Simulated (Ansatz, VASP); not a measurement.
# KCaInWO6 in VASP and in Ansatz

```xyz
10
Lattice="0.0009 4.0211 3.9724 4.0211 0.0009 3.9724 3.9908 3.9908 0.0312" Properties=species:S:1:pos:R:3 pbc="T T T"
K     6.0219    6.0219    5.9923
Ca    1.9105    1.9105    1.9997
In   -0.0109   -0.0109    0.0298
W     4.0092    4.0092    3.9999
O     2.1255    4.1609    4.3166
O     5.9028    4.1122    3.6237
O     4.2456    4.2456    5.8473
O     3.5799    3.5799    2.1424
O     4.1609    2.1255    4.3166
O     4.1122    5.9028    3.6237
```

Alike in both runs: functional PBEsol; k mesh 6 × 6 × 6; occupations gaussian, width 0.05 eV; no spin polarisation.

Ansatz relaxed the structure, and its values are those at the end. VASP's run is a single point on that final structure, the one shown.

|  | VASP | Ansatz |
| --- | --- | --- |
| version | VASP 6.6.1 | Ansatz 0.2.0 |
| potentials or method | VASP PAW PBE potentials, release 64 (K_sv, Ca_sv, In_d, W_sv, O), cutoff 520 eV | scalar-relativistic, plane waves, PAW |
| valence electrons in the cell | 82 | 82 |

Ansatz gave:

* gap on the k mesh at the Fermi level (eV): 3.02
* least direct gap on the mesh (eV): 3.02
* pressure (GPa): 0.0
* rms of the force components (eV/Å): 0.001

Problem. What did VASP give for the same quantities?

Solution. gap on the k mesh at the Fermi level (eV): 3.01; least direct gap on the mesh (eV): 3.01; pressure (GPa): 1.1; rms of the force components (eV/Å): 0.070.

VASP's potentials were made for PBE, not for PBEsol. With one functional, cell and mesh, what is left measures potentials, basis and numerics.

Spin-orbit coupling is off throughout.
